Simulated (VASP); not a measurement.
Input of a VASP 6.6.1 run:

File INCAR:

```
SYSTEM = MnIr
PREC = Accurate
ENCUT = 600
EDIFF = 1E-8
ISMEAR = -1
SIGMA = 0.15
LREAL = .FALSE.
LASPH = .TRUE.
NELM = 60
ALGO = Normal
ISIF = 3
LWAVE = .FALSE.
LCHARG = .FALSE.
NBANDS = 18
IBRION = 6
NFREE = 2
POTIM = 0.015
NSW = 1
KPAR = 4
```

The input KPOINTS:

```
regular mesh
0
G
  16 16 12
  0 0 0
```

File POSCAR:

```
MnIr
1.0
    2.5894799145      0.0000000000      0.0000000000
    0.0000000000      2.5894799145      0.0000000000
    0.0000000000      0.0000000000      3.5548246426
Mn Ir
1 1
Direct
    0.5000000000      0.5000000000      0.5000000000
    0.0000000000      0.0000000000      0.0000000000
```

Potentials or basis: VASP PAW LDA potentials, release 64 (Mn_pv, Ir).

Command:

```bash
$ cat potpaw_LDA.64/Mn_pv/POTCAR potpaw_LDA.64/Ir/POTCAR > POTCAR
$ mpirun -np 4 vasp_std > vasp.out
```

**Question.** Predict the Voigt bulk modulus.

**Answer.** 389 GPa.

**Question.** Predict the highest phonon frequency at Γ.

**Answer.** 189 cm⁻¹.

Elastic tensor in Voigt notation (GPa, in the Cartesian axes of the cell as first typed):
```
791 132 264   0   0   0
132 791 264   0   0   0
264 264 593   0   0   0
  0   0   0 291   0   0
  0   0   0   0 291   0
  0   0   0   0   0 149
```

Caveat: the cell is under stress, which shifts elastic constants; spin-orbit coupling is left out, which moves the levels of the heavy elements; the run has no spin polarisation, though such a crystal can be magnetic. Spin polarisation is off, so any magnetic state and its effect on volume and gap are missing.
